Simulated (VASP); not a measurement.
# B2O (P-3m1) in VASP: further runs

Aim: see how the results for B2O move with the level of theory and the settings. Levels: PBEsol, revPBE. Tasks: single point.

Program: VASP 6.6.1. These are calculated values, not measurements. Logs are shortened: lines on timing, memory, paths and dates and some standing lists are left out, and cuts for length are marked.

### Step 1. The cell of the first run

It takes space group P-3m1 (No. 164, trigonal). The conventional cell has a = 2.530 Å, b = 2.530 Å, c = 9.895 Å, α = 90.00°, β = 90.00°, γ = 120.00°. Within 2.1 Å of B (site symmetry 3m) lie 3 O at 1.56 Å and 1 B at 1.75 Å. B (site symmetry 3m) has 3 B at 1.58 Å within 2.1 Å. Within 2.1 Å of O (site symmetry 3m) lie 3 B at 1.56 Å.

### Step 2. Single point, PBEsol

Input file INCAR:

```
PREC = Accurate
ENCUT = 520
EDIFF = 1E-6
ISMEAR = 0
SIGMA = 0.1
LREAL = F
LASPH = T
NELM = 60
ALGO = Normal
ISIF = 2
LWAVE = F
LCHARG = F
GGA = PS
NBANDS = 21
```

Input file KPOINTS:

```
Automatic mesh
0
Gamma
  12 12 4
```

Input file POSCAR:

```
B2O
1.0
    2.5301507983      0.0000000000      0.0000000000
   -1.2650753992      2.1911748667      0.0000000000
    0.0000000000      0.0000000000      9.8953990399
B O
4 2
Direct
    0.0000000000      0.0000000000      0.4116987770
    0.0000000000      0.0000000000      0.5883012230
    0.6666666667      0.3333333333      0.0301344010
    0.3333333333      0.6666666667      0.9698655990
    0.6666666667      0.3333333333      0.3557476765
    0.3333333333      0.6666666667      0.6442523235
```

Potentials or basis: VASP PAW PBE potentials, release 64 (B, O).

The run is started by

```
$ cat potpaw_PBE.64/B/POTCAR potpaw_PBE.64/O/POTCAR > POTCAR
$ mpirun -np 1 vasp_std > vasp.out
```

OUTCAR:

```text
PREC = Accurate
   ENCUT = 520
   EDIFF = 1E-6
   ISMEAR = 0
   LREAL = F
   LASPH = T
   NELM = 60
   ISIF = 2
   GGA = PS

 ion  position               nearest neighbor table
   1  0.000  0.000  0.412-   5 1.56   5 1.56   5 1.56   2 1.75
   2  0.000  0.000  0.588-   6 1.56   6 1.56   6 1.56   1 1.75
   3  0.667  0.333  0.030-   4 1.58   4 1.58   4 1.58
   4  0.333  0.667  0.970-   3 1.58   3 1.58   3 1.58
   5  0.667  0.333  0.356-   1 1.56   1 1.56   1 1.56
   6  0.333  0.667  0.644-   2 1.56   2 1.56   2 1.56

  LATTYP: Found a hexagonal cell.
 ALAT       =     2.5301507983
 C/A-ratio  =     3.9109918059

  Lattice vectors:

 A1 = (   2.5301507983,   0.0000000000,   0.0000000000)
 A2 = (  -1.2650753992,   2.1911748667,   0.0000000000)
 A3 = (   0.0000000000,   0.0000000000,   9.8953990399)

Analysis of symmetry for initial positions (statically):
=====================================================================
 Subroutine PRICEL returns:
 Original cell was already a primitive cell.

 Routine SETGRP: Setting up the symmetry group for a
 hexagonal supercell.

 Subroutine GETGRP returns: Found 12 space group operations
 (whereof 12 operations were pure point group operations)
 out of a pool of 24 trial point group operations.

The static configuration has the point symmetry D_3d.

Analysis of symmetry for dynamics (positions and initial velocities):
=====================================================================
 Subroutine PRICEL returns:
 Original cell was already a primitive cell.

 Routine SETGRP: Setting up the symmetry group for a
 hexagonal supercell.

 Subroutine GETGRP returns: Found 12 space group operations
 (whereof 12 operations were pure point group operations)
 out of a pool of 24 trial point group operations.

The dynamic configuration has the point symmetry D_3d.

 Subroutine INISYM returns: Found 12 space group operations
 (whereof 12 operations are pure point group operations),
 and found     1 'primitive' translations

----------------------------------------------------------------------------------------

                                     Primitive cell

  volume of cell :      54.8601

  direct lattice vectors                    reciprocal lattice vectors
     2.530150798  0.000000000  0.000000000     0.395233359  0.228188087  0.000000000
    -1.265075399  2.191174867  0.000000000     0.000000000  0.456376173  0.000000000
     0.000000000  0.000000000  9.895399040     0.000000000  0.000000000  0.101057067

  length of vectors
     2.530150798  2.530150798  9.895399040     0.456376173  0.456376173  0.101057067

  position of ions in fractional coordinates (direct lattice)
     0.000000000  0.000000000  0.411698777
     0.000000000  0.000000000  0.588301223
     0.666666667  0.333333333  0.030134401
     0.333333333  0.666666667  0.969865599
     0.666666667  0.333333333  0.355747677
     0.333333333  0.666666667  0.644252323

  ion indices of the primitive-cell ions
   primitive index   ion index
                 1           1
                 2           2
                 3           3
                 4           4
                 5           5
                 6           6

----------------------------------------------------------------------------------------

 KPOINTS: Automatic mesh

Automatic generation of k-mesh.
 Grid dimensions read from file:
 generate k-points for:   12   12    4

 Generating k-lattice:

  Cartesian coordinates                     Fractional coordinates (reciprocal lattice)
     0.032936113  0.019015674  0.000000000     0.083333333  0.000000000  0.000000000
     0.000000000  0.038031348  0.000000000     0.000000000  0.083333333  0.000000000
     0.000000000  0.000000000  0.025264267     0.000000000  0.000000000  0.250000000

  Length of vectors
     0.038031348  0.038031348  0.025264267

  Shift w.r.t. Gamma in fractional coordinates (k-lattice)
     0.000000000  0.000000000  0.000000000

 Subroutine IBZKPT returns following result:
 ===========================================

[... 43 lines left out ...]

 number of electron      23.9999993 magnetization

 Free energy of the ion-electron system (eV)
  ---------------------------------------------------
  ext. energy  EPLUGINS =         0.00000000
  ---------------------------------------------------
  free energy    TOTEN  =       -41.54130465 eV

  energy without entropy =      -41.53871671  energy(sigma->0) =      -41.54001068

 E-fermi :   4.5117     XC(G=0): -10.3296

 val. band max:        4.4107366635   @ k =   0.5000   0.0000   0.5000
 cond. band min:       4.5812400044   @ k =   0.4167   0.0000   0.0000
 fundamental gap:      0.1705033408
 Fermi energy:         4.5117343699

 k-point     1 :       0.0000    0.0000    0.0000
  band No.  band energies     occupation
      1     -20.2058      2.00000
      2     -19.6581      2.00000
      3      -8.6993      2.00000
      4      -7.0723      2.00000
      5      -2.8427      2.00000
      6      -1.6143      2.00000
[... 13 lines left out ...]
     20      12.6876      0.00000
     21      13.0508      0.00000

 k-point     2 :       0.0833   -0.0000    0.0000
  band No.  band energies     occupation
      1     -20.0918      2.00000
      2     -19.5524      2.00000
      3      -8.5416      2.00000
      4      -6.9227      2.00000
      5      -2.7899      2.00000
      6      -2.2121      2.00000
[... 13 lines left out ...]
     20      13.0096      0.00000
     21      13.2028      0.00000

 k-point     3 :       0.1667    0.0000    0.0000
  band No.  band energies     occupation
      1     -19.7612      2.00000
      2     -19.2477      2.00000
      3      -8.0693      2.00000
      4      -6.4994      2.00000
      5      -3.6405      2.00000
      6      -3.3986      2.00000
[... 13 lines left out ...]
     20      13.5033      0.00000
     21      13.8582      0.00000
[... 457 lines left out ...]
 k-point    23 :       0.1667    0.0000    0.2500
  band No.  band energies     occupation
      1     -19.7612      2.00000
      2     -19.2477      2.00000
      3      -8.0658      2.00000
      4      -6.5097      2.00000
      5      -3.6367      2.00000
      6      -3.4030      2.00000
[... 13 lines left out ...]
     20      13.6276      0.00000
     21      13.8582      0.00000

 k-point    24 :       0.0000    0.1667    0.2500
  band No.  band energies     occupation
      1     -19.7612      2.00000
      2     -19.2477      2.00000
      3      -8.0658      2.00000
      4      -6.5100      2.00000
      5      -3.6430      2.00000
      6      -3.3913      2.00000
[... 13 lines left out ...]
     20      13.6624      0.00000
     21      13.8582      0.00000

 [... further k-points ...]

------------------------ aborting loop because EDIFF is reached ----------------------------------------

  FORCE on cell =-STRESS in cart. coord.  units (eV):
  Direction    XX          YY          ZZ          XY          YZ          ZX
  --------------------------------------------------------------------------------------
  -------------------------------------------------------------------------------------
  Total        0.2570009      0.2570009      0.1433996     -0.0000000      0.0000000      0.0000000
  in kB        7.5056535      7.5056535      4.1879521     -0.0000000      0.0000000      0.0000000
  external PRESSURE =       6.3997531 kB  Pullay stress =       0.0000000 kB

 VOLUME and BASIS-vectors are now :
 -----------------------------------------------------------------------------
  energy-cutoff  :      520.00
  volume of cell :       54.86
      direct lattice vectors                 reciprocal lattice vectors
     2.530150798  0.000000000  0.000000000     0.395233359  0.228188087  0.000000000
    -1.265075399  2.191174867  0.000000000     0.000000000  0.456376173  0.000000000
     0.000000000  0.000000000  9.895399040     0.000000000  0.000000000  0.101057067

 POSITION                                       TOTAL-FORCE (eV/Angst)
 -----------------------------------------------------------------------------------
      0.00000      0.00000      4.07392        -0.000000      0.000000     -0.021189
      0.00000      0.00000      5.82148        -0.000000     -0.000000      0.021189
      1.26508      0.73039      0.29819        -0.000000     -0.000000      0.031872
     -0.00000      1.46078      9.59721        -0.000000      0.000000     -0.031872
      1.26508      0.73039      3.52027        -0.000000      0.000000     -0.002122
     -0.00000      1.46078      6.37513         0.000000     -0.000000      0.002122
 -----------------------------------------------------------------------------------
    total drift:                                0.000000      0.000000      0.000000

  FREE ENERGIE OF THE ION-ELECTRON SYSTEM (eV)
  ---------------------------------------------------
  free  energy   TOTEN  =       -41.5413046517 eV

  energy  without entropy=      -41.5387167076  energy(sigma->0) =      -41.54001068
```

It took 56 s on 1 thread of Intel Xeon Platinum 8488C (Sapphire Rapids), shared host; peak memory 0.2 GiB.

What came out:

* Free energy: -41.5413 eV
* Pressure: 0.6 GPa
* Largest force: 0.032 eV/Å
* Band gap on the k mesh: zero (band 12 reaches 7.39 eV, above the bottom of band 13 at 3.72 eV)

Forces in eV/Å, atoms in the order of the input:
```
B    0.000  0.000 -0.021
B    0.000  0.000  0.021
B    0.000  0.000  0.032
B    0.000  0.000 -0.032
O    0.000  0.000 -0.002
O    0.000  0.000  0.002
```

Caveat: the PAW data sets were made with another functional, which shifts forces and pressure a little; this functional lacks dispersion, which binds the layers, so the pressure and a relaxed spacing across them are unreliable.

### Step 3. Single point, PBEsol, collinear spin, ferromagnetic start

This run uses another cell than the first one, of 8.44 Å³/atom, 0.923 times its volume.

Input file INCAR:

```
PREC = Accurate
ENCUT = 520
EDIFF = 1E-7
ISMEAR = 0
SIGMA = 0.1
LREAL = False
LASPH = True
NELM = 150
ALGO = Normal
ISIF = 2
LWAVE = False
LCHARG = True
ISPIN = 2
MAGMOM = 0 0 0 0 1 1
LORBIT = 11
GGA = PS
LELF = True
LVHAR = True
NBANDS = 25
```

Input file KPOINTS:

```
regular mesh
0
Gamma
  6 6 4
```

Input file POSCAR:

```
B2O
1.0
    2.8790012395      0.0000000000      0.0000000000
   -1.4395006198      2.4932882109      0.0000000000
    0.0000000000      0.0000000000      7.0520000000
B O
4 2
Direct
    0.0000000000      0.0000000000      0.3800000000
    0.0000000000      0.0000000000      0.6200000000
    0.6666666667      0.3333333333      0.0230000000
    0.3333333333      0.6666666667      0.9770000000
    0.6666666667      0.3333333333      0.3060000000
    0.3333333333      0.6666666667      0.6940000000
```

Potentials or basis: VASP PAW PBE potentials, release 64 (B, O).

The run is started by

```
$ cat potpaw_PBE.64/B/POTCAR potpaw_PBE.64/O/POTCAR > POTCAR
$ mpirun -np 1 vasp_std > vasp.out
```

Run time: 46 s. Hardware: 1 thread of Intel Xeon Platinum 8488C (Sapphire Rapids), shared host; peak memory 0.2 GiB.

Results (log left out):

```
Free energy                                           : -39.6420 eV
Pressure                                              : -23.4 GPa
Largest force                                         : 0.290 eV/Å
Band gap on the k mesh                                : zero (filled and empty bands overlap)
Net moment                                            : 0.00 μB per cell
Valence electrons inside the program's atomic spheres : B 1.61, 1.91; O 4.93
```

Forces on the atoms (eV/Å):
```
B    0.000  0.000 -0.091
B    0.000  0.000  0.091
B    0.000  0.000  0.203
B    0.000  0.000 -0.203
O    0.000  0.000 -0.290
O    0.000  0.000  0.290
```

Stress tensor (GPa, compression positive):
```
-32.56   0.00   0.00
  0.00 -32.56   0.00
  0.00   0.00  -4.95
```

Levels at points of the mesh, in eV from the Fermi level:
Spin up:
```tsv
k point	band 8	band 9	band 10	band 11	band 12	band 13	band 14	band 15	band 16	band 17
(0.00, 0.00, 0.00)	-6.80	-6.80	-3.06	-1.45	0.53	1.08	1.65	1.65	2.58	2.58
(0.50, 0.00, 0.00)	-7.85	-5.75	-5.53	-5.01	-1.06	0.01	1.33	2.98	4.07	4.45
(0.00, 0.00, 0.50)	-6.79	-5.82	-5.09	-0.43	-0.02	1.31	1.54	1.54	2.74	2.74
(0.50, 0.00, 0.50)	-7.88	-6.56	-6.19	-4.02	-1.02	-0.23	1.55	3.18	4.29	4.36
```
Spin down:
```tsv
k point	band 10	band 11	band 12	band 13	band 14	band 15
(0.00, 0.00, 0.00)	-3.06	-1.45	0.53	1.08	1.65	1.65
(0.50, 0.00, 0.00)	-5.53	-5.01	-1.06	0.01	1.33	2.98
(0.00, 0.00, 0.50)	-5.09	-0.43	-0.02	1.31	1.54	1.54
(0.50, 0.00, 0.50)	-6.19	-4.02	-1.02	-0.23	1.55	3.18
```

Caveat: the k points lie up to 0.42 Å⁻¹ apart; the PAW data sets were made with another functional, which shifts forces and pressure a little.

### Step 4. Single point, PBEsol

This run uses another cell than the first one, of 9.36 Å³/atom, 1.024 times its volume.

Input file INCAR:

```
PREC = Accurate ; ENCUT = 520
EDIFF = 1E-7 ; ISMEAR = 0
SIGMA = 0.1 ; LREAL = F
LASPH = T ; NELM = 80
ALGO = Normal ; ISIF = 2
LWAVE = F ; LCHARG = F
GGA = PS ; NBANDS = 21
```

Input file KPOINTS:

```
Automatic mesh
0
Gamma
  18 18 4
```

Input file POSCAR:

```
B2O
1.0
    2.5222870174      0.0000000000      0.0000000000
   -1.2611435087      2.1843646327      0.0000000000
    0.0000000000      0.0000000000     10.1957275739
B O
4 2
Direct
    0.0000000000      0.0000000000      0.4141650340
    0.0000000000      0.0000000000      0.5858349660
    0.6666666667      0.3333333333      0.0309257166
    0.3333333333      0.6666666667      0.9690742834
    0.6666666667      0.3333333333      0.3596238634
    0.3333333333      0.6666666667      0.6403761366
```

The run is started by

```
$ cat potpaw_PBE.64/B/POTCAR potpaw_PBE.64/O/POTCAR > POTCAR
$ mpirun -np 1 vasp_std > vasp.out
```

Run time: 2.7 min. Hardware: 1 thread of Intel Xeon Platinum 8488C (Sapphire Rapids), shared host; peak memory 0.25 GiB.

Results (log left out):

- Free energy: -41.5372 eV
- Pressure: 0.5 GPa
- Largest force: 0.034 eV/Å
- Band gap on the k mesh: zero (band 12 reaches 6.84 eV, above the bottom of band 13 at 3.43 eV)

Forces in eV/Å, atoms in the order of the input:
```
B    0.000  0.000 -0.013
B    0.000  0.000  0.013
B    0.000  0.000  0.034
B    0.000  0.000 -0.034
O    0.000  0.000  0.002
O    0.000  0.000 -0.002
```

Stress tensor (GPa, compression positive):
```
 0.73  0.00  0.00
 0.00  0.73  0.00
 0.00  0.00 -0.02
```

Levels at points of the mesh, in eV from the Fermi level:
```tsv
k point	band 9	band 10	band 11	band 12	band 13	band 14	band 15	band 16
(0.00, 0.00, 0.00)	-5.94	-4.99	-2.40	2.41	3.90	3.90	4.33	5.20
(0.50, 0.00, 0.00)	-6.75	-6.75	-3.49	0.02	0.56	1.89	2.66	4.66
(0.00, 0.00, 0.50)	-5.94	-5.24	-2.14	2.13	3.90	3.90	4.67	4.99
(0.50, 0.00, 0.50)	-6.77	-6.74	-3.48	0.02	0.52	2.12	2.44	4.68
```

Caveat: the PAW data sets were made with another functional, which shifts forces and pressure a little; this functional lacks dispersion, which binds the layers, so the pressure and a relaxed spacing across them are unreliable.

### Step 5. Single point, revPBE

This run uses another cell than the first one, of 9.36 Å³/atom, 1.024 times its volume.

Input file INCAR:

```
SYSTEM = B2O
ALGO     = Normal         ! electronic algorithm
EDIFF    = 1E-7           ! SCF threshold, eV
ENCUT    = 520            ! plane-wave cutoff, eV
GGA      = RE             ! functional
ISIF     = 2              ! what is computed and relaxed
ISMEAR   = 0              ! smearing method
LASPH    = .True.         ! aspherical terms in the spheres
LCHARG   = .True.         ! write CHGCAR
LELF     = .True.         ! ELF
LREAL    = .False.        ! projectors in reciprocal space
LVHAR    = .True.       
LWAVE    = .False.        ! write WAVECAR
NBANDS   = 21             ! bands
NELM     = 60             ! most SCF steps
PREC     = Accurate       ! precision mode
SIGMA    = 0.1            ! smearing width, eV
```

Input file KPOINTS:

```
k-points
0
Gamma
  18 18 4
  0 0 0
```

POSCAR is that of step 4.

The run is started by

```
$ cat potpaw_PBE.64/B/POTCAR potpaw_PBE.64/O/POTCAR > POTCAR
$ mpirun -np 1 vasp_std > vasp.out
```

It took 2.6 min on 1 thread of Intel Xeon Platinum 8488C (Sapphire Rapids), shared host; peak memory 0.25 GiB.

Results (log left out):

```
Free energy            : -37.9526 eV
Pressure               : 6.2 GPa
Largest force          : 0.272 eV/Å
Band gap on the k mesh : zero (band 12 reaches 7.17 eV, above the bottom of band 13 at 3.55 eV)
```

Forces on the atoms (eV/Å):
```
B    0.000  0.000  0.177
B    0.000  0.000 -0.177
B    0.000  0.000 -0.020
B    0.000  0.000  0.020
O    0.000  0.000 -0.272
O    0.000  0.000  0.272
```

Stress tensor (GPa, compression positive):
```
7.64 0.00 0.00
0.00 7.64 0.00
0.00 0.00 3.35
```

Levels at points of the mesh, in eV from the Fermi level:
```csv
k point,band 8,band 9,band 10,band 11,band 12,band 13,band 14,band 15,band 16,band 17
"(0.00, 0.00, 0.00)",-5.89,-5.89,-4.97,-2.33,2.64,3.92,3.92,4.46,5.31,6.14
"(0.50, 0.00, 0.00)",-7.62,-6.72,-6.71,-3.48,0.03,0.56,2.05,2.73,4.86,8.06
"(0.00, 0.00, 0.50)",-5.89,-5.89,-5.19,-2.11,2.38,3.92,3.92,4.77,5.13,6.14
"(0.50, 0.00, 0.50)",-7.62,-6.72,-6.72,-3.47,0.03,0.52,2.30,2.48,4.88,8.06
```

Caveat: the PAW data sets were made with another functional, which shifts forces and pressure a little; this functional lacks dispersion, which binds the layers, so the pressure and a relaxed spacing across them are unreliable.

### Step 6. Overview

| level | spin | cell | k mesh | gap on the mesh (eV) | pressure (GPa) | largest force (eV/Å) |
| --- | --- | --- | --- | --- | --- | --- |
| PBEsol | off | a = 2.530, b = 2.530, c = 9.895 Å, angles 90.0, 90.0, 120.0°, 6 atoms | 12 × 12 × 4 | none | 0.6 | 0.03 |
| PBEsol | collinear, ferromagnetic start | a = 2.879, b = 2.879, c = 7.052 Å, angles 90.0, 90.0, 120.0°, 6 atoms | 6 × 6 × 4 | none | -23.4 | 0.29 |
| PBEsol | off | a = 2.522, b = 2.522, c = 10.196 Å, angles 90.0, 90.0, 120.0°, 6 atoms | 18 × 18 × 4 | none | 0.5 | 0.03 |
| revPBE | off | a = 2.522, b = 2.522, c = 10.196 Å, angles 90.0, 90.0, 120.0°, 6 atoms | 18 × 18 × 4 | none | 6.2 | 0.27 |

Alike in all rows: task single point; potentials or basis VASP PAW PBE potentials, release 64 (B, O); cutoff (eV) 520; smearing gaussian 0.1 eV.

Caveats: some runs use coarse meshes; the PAW data sets were made with another functional, which shifts forces and pressure a little; this functional lacks dispersion, which binds the layers, so the pressure and a relaxed spacing across them are unreliable (some runs).

Absolute energies hang on the potentials; compare differences alone.
